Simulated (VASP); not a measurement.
Runs of VASP 6.6.1 on AlN. The structure is that of space group P6_3mc (No. 186), or close to it. The cells are those of the table. 

```csv
cell,gap on the mesh (eV),pressure (GPa),largest force (eV/Å)
"a = 3.149, b = 3.149, c = 4.845 Å, angles 90.0, 90.0, 120.0°, 4 atoms",4.80,(a),0.58
"a = 2.847, b = 2.847, c = 5.930 Å, angles 90.0, 90.0, 120.0°, 4 atoms",2.28,18.4,0.63
"a = 3.010, b = 3.010, c = 5.305 Å, angles 90.0, 90.0, 120.0°, 4 atoms",4.66,(c),(b)
"a = 2.923, b = 2.923, c = 5.622 Å, angles 90.0, 90.0, 120.0°, 4 atoms",3.63,9.6,0.83
"a = 3.194, b = 3.194, c = 4.709 Å, angles 90.0, 90.0, 120.0°, 4 atoms",4.66,0.7,1.39
```

Alike in all rows: task single point; level r2SCAN; potentials or basis VASP PAW PBE potentials, release 64 (Al, N); no spin polarisation; k mesh 12 × 12 × 6; cutoff (eV) 520; smearing gaussian 0.05 eV.

Task: Fill in the values left out.

Result: (a) -0.3; (b) 0.72; (c) 2.9.

Caveats: the PAW data sets were made with another functional, which shifts forces and pressure a little.

A k mesh can miss the band edges.
